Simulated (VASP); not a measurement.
W: single point with PBEsol

Crystal: W.

```
W
1.0
    -1.57710    1.57710    1.57710
     1.57710   -1.57710    1.57710
     1.57710    1.57710   -1.57710
W
1
Direct
  0.00000 0.00000 0.00000
```

| Item | Value |
| --- | --- |
| Program | VASP 6.6.1 |
| Task | single point |
| Functional | PBEsol |
| Potentials or basis | VASP PAW PBE potentials, release 64 (W_sv) |
| Cutoff | 520 eV |
| k mesh | 24 × 24 × 24 |
| Occupations | gaussian, width 0.1 eV |
| Spin | no spin polarisation |

| Property | Result |
| --- | --- |
| Pressure | 0.6 GPa |
| Band gap on the k mesh | zero (bands 7 and 8 overlap by 6.50 eV) |

Levels at points of the mesh, in eV from the Fermi level:
```csv
k point,band 3,band 4,band 5,band 6,band 7,band 8,band 9,band 10,band 11,band 12
"(0.00, 0.00, 0.00)",-37.72,-37.72,-9.75,-1.30,-1.30,-1.30,2.22,2.22,14.52,14.52
"(0.50, 0.00, 0.00)",-38.16,-37.73,-6.40,-3.67,0.69,2.12,3.11,6.21,11.19,11.48
"(0.50, 0.50, 0.50)",-38.66,-38.66,-5.98,-5.98,5.21,5.21,5.21,8.29,8.29,8.29
```

Run time: 28 s on 1 thread of AMD EPYC 9R45 96-Core Processor (Zen 5), on a shared host, peak memory 0.16 GiB.

Caveat: the PAW data sets were made with another functional, which shifts forces and pressure a little; spin-orbit coupling is left out, which moves the levels of the heavy elements.
